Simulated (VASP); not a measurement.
# SiPb (CsCl type) (Pm-3m) in VASP: a series of runs

Runs on SiPb (CsCl type). Level: PBEsol. Tasks: single point.

All numbers are computed with VASP 6.6.1; they aren't measurements. Logs are shortened: lines on timing, memory, paths and dates and some standing lists are left out, and cuts for length are marked.

### Step 1. The cell of the first run

The structure is cubic, space group Pm-3m (No. 221). The conventional cell has a = 3.148 Å, b = 3.148 Å, c = 3.148 Å, α = 90.00°, β = 90.00°, γ = 90.00°. Pb (site symmetry m-3m) has 8 Si at 2.73 Å and 6 Pb at 3.15 Å within 3.6 Å. Within 3.6 Å of Si (site symmetry m-3m) lie 8 Pb at 2.73 Å and 6 Si at 3.15 Å.

### Step 2. Single point, PBEsol (volume scaled by 0.68)

The input, INCAR:

```
PREC     = Accurate       # precision mode
ENCUT    = 520            # plane-wave cutoff, eV
EDIFF    = 1E-6           # SCF threshold, eV
ISMEAR   = -1             # smearing method
SIGMA    = 0.08           # smearing width, eV
LREAL    = F              # projectors in reciprocal space
LASPH    = T              # aspherical terms in the spheres
NELM     = 60             # most SCF steps
ALGO     = Normal         # electronic algorithm
ISIF     = 2              # what is computed and relaxed
LWAVE    = F              # write WAVECAR
LCHARG   = F              # write CHGCAR
GGA      = PS             # functional
NBANDS   = 16             # bands
```

The input, KPOINTS:

```
Automatic mesh
0
Gamma
  11 11 11
```

The input, POSCAR:

```
SiPb
1.0
    3.1481339933      0.0000000000      0.0000000000
    0.0000000000      3.1481339933      0.0000000000
    0.0000000000      0.0000000000      3.1481339933
Pb Si
1 1
Direct
    0.0000000000      0.0000000000      0.0000000000
    0.5000000000      0.5000000000      0.5000000000
```

Potentials or basis: VASP PAW PBE potentials, release 64 (Pb_d, Si).

On the command line:

```
$ cat potpaw_PBE.64/Pb_d/POTCAR potpaw_PBE.64/Si/POTCAR > POTCAR
$ mpirun -np 1 vasp_std > vasp.out
```

OUTCAR:

```text
PREC = Accurate
   ENCUT = 520
   EDIFF = 1E-6
   ISMEAR = -1
   LREAL = F
   LASPH = T
   NELM = 60
   ISIF = 2
   GGA = PS

 ion  position               nearest neighbor table
   1  0.000  0.000  0.000-   2 2.73   2 2.73   2 2.73   2 2.73   2 2.73   2 2.73   2 2.73   2 2.73

   2  0.500  0.500  0.500-   1 2.73   1 2.73   1 2.73   1 2.73   1 2.73   1 2.73   1 2.73   1 2.73

  LATTYP: Found a simple cubic cell.
 ALAT       =     3.1481339933

  Lattice vectors:

 A1 = (   3.1481339933,   0.0000000000,   0.0000000000)
 A2 = (   0.0000000000,   3.1481339933,   0.0000000000)
 A3 = (   0.0000000000,   0.0000000000,   3.1481339933)

Analysis of symmetry for initial positions (statically):
=====================================================================
 Subroutine PRICEL returns:
 Original cell was already a primitive cell.

 Routine SETGRP: Setting up the symmetry group for a
 simple cubic supercell.

 Subroutine GETGRP returns: Found 48 space group operations
 (whereof 48 operations were pure point group operations)
 out of a pool of 48 trial point group operations.

The static configuration has the point symmetry O_h .

Analysis of symmetry for dynamics (positions and initial velocities):
=====================================================================
 Subroutine PRICEL returns:
 Original cell was already a primitive cell.

 Routine SETGRP: Setting up the symmetry group for a
 simple cubic supercell.

 Subroutine GETGRP returns: Found 48 space group operations
 (whereof 48 operations were pure point group operations)
 out of a pool of 48 trial point group operations.

The dynamic configuration has the point symmetry O_h .

 Subroutine INISYM returns: Found 48 space group operations
 (whereof 48 operations are pure point group operations),
 and found     1 'primitive' translations

----------------------------------------------------------------------------------------

                                     Primitive cell

  volume of cell :      31.2004

  direct lattice vectors                    reciprocal lattice vectors
     3.148133993  0.000000000  0.000000000     0.317648487  0.000000000  0.000000000
     0.000000000  3.148133993  0.000000000     0.000000000  0.317648487  0.000000000
     0.000000000  0.000000000  3.148133993     0.000000000  0.000000000  0.317648487

  length of vectors
     3.148133993  3.148133993  3.148133993     0.317648487  0.317648487  0.317648487

  position of ions in fractional coordinates (direct lattice)
     0.000000000  0.000000000  0.000000000
     0.500000000  0.500000000  0.500000000

  ion indices of the primitive-cell ions
   primitive index   ion index
                 1           1
                 2           2

----------------------------------------------------------------------------------------

 KPOINTS: Automatic mesh

Automatic generation of k-mesh.
 Grid dimensions read from file:
 generate k-points for:   11   11   11

 Generating k-lattice:

  Cartesian coordinates                     Fractional coordinates (reciprocal lattice)
     0.028877135  0.000000000  0.000000000     0.090909091  0.000000000  0.000000000
     0.000000000  0.028877135  0.000000000     0.000000000  0.090909091  0.000000000
     0.000000000  0.000000000  0.028877135     0.000000000  0.000000000  0.090909091

  Length of vectors
     0.028877135  0.028877135  0.028877135

  Shift w.r.t. Gamma in fractional coordinates (k-lattice)
     0.000000000  0.000000000  0.000000000

 Subroutine IBZKPT returns following result:
 ===========================================

 Found     56 irreducible k-points:

 Following reciprocal coordinates:
            Coordinates               Weight
  0.000000  0.000000  0.000000      1.000000
  0.090909  0.000000  0.000000      6.000000
  0.181818  0.000000  0.000000      6.000000
  0.272727  0.000000  0.000000      6.000000
  0.363636  0.000000  0.000000      6.000000
  0.454545  0.000000  0.000000      6.000000
[... 16 lines left out ...]
  0.181818  0.090909  0.090909     24.000000
  0.272727  0.090909  0.090909     24.000000
 [... further k-points ...]
   k-points           NKPTS =     56   k-points in BZ     NKDIM =     56   number of bands    NBANDS=     16
   number of dos      NEDOS =    301   number of ions     NIONS =      2
   total plane-waves  NPLWV =  13824
   dimension x,y,z NGX =    24 NGY =   24 NGZ =   24
   dimension x,y,z NGXF=    48 NGYF=   48 NGZF=   48
   ions per type =               1   1
   NGX,Y,Z   is equivalent  to a cutoff of  12.67, 12.67, 12.67 a.u.
   NGXF,Y,Z  is equivalent  to a cutoff of  25.35, 25.35, 25.35 a.u.
 SYSTEM =  unknown system
   PREC   = accura    normal or accurate (medium, high low for compatibility)
   ISTART =      0    job   : 0-new  1-cont  2-samecut
   ICHARG =      2    charge: 1-file 2-atom 10-const
   ISPIN  =      1    spin polarized calculation?
   LNONCOLLINEAR =      F non collinear calculations
   LSORBIT =      F    spin-orbit coupling
   LASPH  =      T    aspherical Exc in radial PAW
   ENCUT  =  520.0 eV  38.22 Ry    6.18 a.u.   5.85  5.85  5.85*2*pi/ulx,y,z
   NELM   =     60;   NELMIN=  2; NELMDL= -5     # of ELM steps
   EDIFF  = 0.1E-05   stopping-criterion for ELM
   LREAL  =      F    real-space projection
[... 7 lines left out ...]
   TEBEG  =    0.0;   TEEND  =   0.0 temperature during run
   PSTRESS=    0.0 pullay stress
   NELECT =      18.0000    total number of electrons
   NUPDOWN=      -1.0000    fix difference up-down
   EMIN   =  10.00;   EMAX   =-10.00  energy-range for DOS
   EFERMI =   0.00;   METHOD = LEGACY
   ISMEAR =    -1;   SIGMA  =   0.08  broadening in eV -4-tet -1-fermi 0-gaus
   EFERMI_NEDOS =   21; number of points for ismear=-14 and -15
   IALGO  =     38    algorithm
   IMIX   =      4    mixing-type and parameters
     AMIX     =   0.40;   BMIX     =  1.00
     AMIX_MAG =   1.60;   BMIX_MAG =  1.00
  volume/ion in A,a.u.               =      15.60       105.28
  Fermi-wavevector in a.u.,A,eV,Ry     =   1.362843  2.575400 25.270655  1.857341
  Thomas-Fermi vector in A             =   2.489297
   LORBIT       =      0    0 simple, 1 ext, 2 COOP (PROOUT), +10 PAW based schemes
   GGA     = PS    functional components
   LHFCALC =     F    Hartree Fock is set to
   AEXX    =    0.0000 exact exchange contribution
   IVDW    =     0    specifies the selected vdW correction
   LEPSILON=     F    determine dielectric tensor
   LRPA    =     F    only Hartree local field effects (RPA)
 non-spin polarized calculation
  energy-cutoff  :      520.00
  volume of cell :       31.20
 maximum number of plane-waves:       861
 NGX is ok and might be reduce to    24
   NGX = 11   NGY = 11   NGZ = 11

 number of electron      17.9999994 magnetization

 Free energy of the ion-electron system (eV)
  ---------------------------------------------------
  ext. energy  EPLUGINS =         0.00000000
  ---------------------------------------------------
  free energy    TOTEN  =        -6.88201760 eV

  energy without entropy =       -6.85543453  energy(sigma->0) =       -6.86872606

 E-fermi :  13.2483     XC(G=0): -12.4880

 val. band max:       13.2327143392   @ k =   0.3636   0.2727   0.1818
 cond. band min:      13.2628763085   @ k =   0.4545   0.1818   0.1818
 fundamental gap:      0.0301619693
 Fermi energy:        13.2483033634

 k-point     1 :       0.0000    0.0000    0.0000
  band No.  band energies     occupation
      1      -4.7268      2.00000
      2      -4.7268      2.00000
      3      -3.9702      2.00000
      4      -3.9702      2.00000
      5      -3.9702      2.00000
      6      -2.7826      2.00000
[... 8 lines left out ...]
     15      26.6792      0.00000
     16      27.5649      0.00000

 k-point     2 :       0.0909    0.0000    0.0000
  band No.  band energies     occupation
      1      -4.7211      2.00000
      2      -4.6834      2.00000
      3      -3.9930      2.00000
      4      -3.9930      2.00000
      5      -3.9677      2.00000
      6      -2.6437      2.00000
[... 8 lines left out ...]
     15      25.7884      0.00000
     16      27.1248      0.00000

 k-point     3 :       0.1818    0.0000    0.0000
  band No.  band energies     occupation
      1      -4.7060      2.00000
      2      -4.5735      2.00000
      3      -4.0533      2.00000
      4      -4.0533      2.00000
      5      -3.9610      2.00000
      6      -2.2175      2.00000
[... 8 lines left out ...]
     15      24.0911      0.00000
     16      25.8299      0.00000

 k-point     4 :       0.2727    0.0000    0.0000
  band No.  band energies     occupation
      1      -4.6860      2.00000
      2      -4.4414      2.00000
      3      -4.1310      2.00000
      4      -4.1310      2.00000
      5      -3.9523      2.00000
      6      -1.4894      2.00000
[... 8 lines left out ...]
     15      23.9174      0.00000
     16      24.7044      0.00000

 k-point     5 :       0.3636    0.0000    0.0000
  band No.  band energies     occupation
      1      -4.6676      2.00000
      2      -4.3292      2.00000
      3      -4.2008      2.00000
      4      -4.2008      2.00000
      5      -3.9442      2.00000
      6      -0.4642      2.00000
[... 8 lines left out ...]
     15      23.9028      0.00000
     16      26.6196      0.00000

 k-point     6 :       0.4545    0.0000    0.0000
  band No.  band energies     occupation
      1      -4.6566      2.00000
      2      -4.2655      2.00000
      3      -4.2418      2.00000
      4      -4.2418      2.00000
      5      -3.9394      2.00000
      6       0.8075      2.00000
[... 8 lines left out ...]
     15      23.4872      0.00000
     16      26.4584      0.00000

 k-point     7 :       0.0909    0.0909    0.0000
  band No.  band energies     occupation
      1      -4.6973      2.00000
      2      -4.6568      2.00000
      3      -4.0195      2.00000
      4      -3.9925      2.00000
      5      -3.9882      2.00000
      6      -2.5031      2.00000
[... 8 lines left out ...]
     15      25.8314      0.00000
     16      25.9728      0.00000

 k-point     8 :       0.1818    0.0909    0.0000
  band No.  band energies     occupation
      1      -4.6755      2.00000
      2      -4.5497      2.00000
      3      -4.0879      2.00000
      4      -4.0506      2.00000
      5      -3.9831      2.00000
      6      -2.0746      2.00000
[... 8 lines left out ...]
     15      24.5722      0.00000
     16      25.7798      0.00000

 k-point     9 :       0.2727    0.0909    0.0000
  band No.  band energies     occupation
      1      -4.6545      2.00000
      2      -4.4135      2.00000
      3      -4.1729      2.00000
      4      -4.1276      2.00000
      5      -3.9739      2.00000
      6      -1.3467      2.00000
[... 8 lines left out ...]
     15      23.9966      0.00000
     16      25.5572      0.00000
[... 172 lines left out ...]
 k-point    19 :       0.3636    0.3636    0.0000
  band No.  band energies     occupation
      1      -4.6362      2.00000
      2      -4.4728      2.00000
      3      -4.1645      2.00000
      4      -4.1565      2.00000
      5      -3.8750      2.00000
      6       1.7665      2.00000
[... 8 lines left out ...]
     15      23.3175      0.00000
     16      26.5891      0.00000

 k-point    20 :       0.4545    0.3636    0.0000
  band No.  band energies     occupation
      1      -4.7051      2.00000
      2      -4.4543      2.00000
      3      -4.1991      2.00000
      4      -4.1530      2.00000
      5      -3.7808      2.00000
      6       2.9365      2.00000
[... 8 lines left out ...]
     15      23.3585      0.00000
     16      25.4251      0.00000

 k-point    21 :       0.4545    0.4545    0.0000
  band No.  band energies     occupation
      1      -4.7791      2.00000
      2      -4.4343      2.00000
      3      -4.1917      2.00000
      4      -4.1906      2.00000
      5      -3.6783      2.00000
      6       4.0841      2.00000
[... 8 lines left out ...]
     15      23.0223      0.00000
     16      23.8191      0.00000

 k-point    22 :       0.0909    0.0909    0.0909
  band No.  band energies     occupation
      1      -4.6514      2.00000
      2      -4.6514      2.00000
      3      -4.0256      2.00000
      4      -4.0118      2.00000
      5      -4.0118      2.00000
      6      -2.3613      2.00000
[... 8 lines left out ...]
     15      23.7339      0.00000
     16      27.8197      0.00000

 k-point    23 :       0.1818    0.0909    0.0909
  band No.  band energies     occupation
      1      -4.6368      2.00000
      2      -4.5341      2.00000
      3      -4.0942      2.00000
      4      -4.0747      2.00000
      5      -4.0070      2.00000
      6      -1.9314      2.00000
[... 8 lines left out ...]
     15      23.5844      0.00000
     16      26.8052      0.00000

 k-point    24 :       0.2727    0.0909    0.0909
  band No.  band energies     occupation
      1      -4.6174      2.00000
      2      -4.3918      2.00000
      3      -4.1814      2.00000
      4      -4.1556      2.00000
      5      -3.9970      2.00000
      6      -1.2041      2.00000
[... 8 lines left out ...]
     15      23.5639      0.00000
     16      25.9202      0.00000

 [... further k-points ...]
[... 5 lines left out ...]
  --------------------------------------------------------------------------------------
  -------------------------------------------------------------------------------------
  Total       11.1307047     11.1307047     11.1307047     -0.0000000      0.0000000     -0.0000000
  in kB      571.5755145    571.5755145    571.5755145     -0.0000000      0.0000000     -0.0000000
  external PRESSURE =     571.5755145 kB  Pullay stress =       0.0000000 kB

 VOLUME and BASIS-vectors are now :
 -----------------------------------------------------------------------------
  energy-cutoff  :      520.00
  volume of cell :       31.20
      direct lattice vectors                 reciprocal lattice vectors
     3.148133993  0.000000000  0.000000000     0.317648487  0.000000000  0.000000000
     0.000000000  3.148133993  0.000000000     0.000000000  0.317648487  0.000000000
     0.000000000  0.000000000  3.148133993     0.000000000  0.000000000  0.317648487

 POSITION                                       TOTAL-FORCE (eV/Angst)
 -----------------------------------------------------------------------------------
      0.00000      0.00000      0.00000         0.000000      0.000000      0.000000
      1.57407      1.57407      1.57407         0.000000      0.000000      0.000000
 -----------------------------------------------------------------------------------
    total drift:                                0.000000      0.000000      0.000000

  FREE ENERGIE OF THE ION-ELECTRON SYSTEM (eV)
  ---------------------------------------------------
  free  energy   TOTEN  =        -6.8820175959 eV

  energy  without entropy=       -6.8554345289  energy(sigma->0) =       -6.86872606
```

Wall time 11 s (1 thread of Intel Xeon 6975P-C, shared host); peak memory 0.16 GiB.

Results:

```
Free energy            : -6.8820 eV
Pressure               : 57.2 GPa
Band gap on the k mesh : zero (band 9 reaches 15.89 eV, above the bottom of band 10 at 10.08 eV)
```

Levels at points of the mesh, in eV from the Fermi level:
| k point | band 6 | band 7 | band 8 | band 9 | band 10 | band 11 | band 12 | band 13 |
| --- | --- | --- | --- | --- | --- | --- | --- | --- |
| (0.00, 0.00, 0.00) | -16.03 | -1.06 | -1.06 | -1.06 | 0.05 | 3.80 | 3.80 | 13.43 |

Caveat: the PAW data sets were made with another functional, which shifts forces and pressure a little; spin-orbit coupling is left out, which moves the levels of the heavy elements.

(Continued in part 2 of 2.)
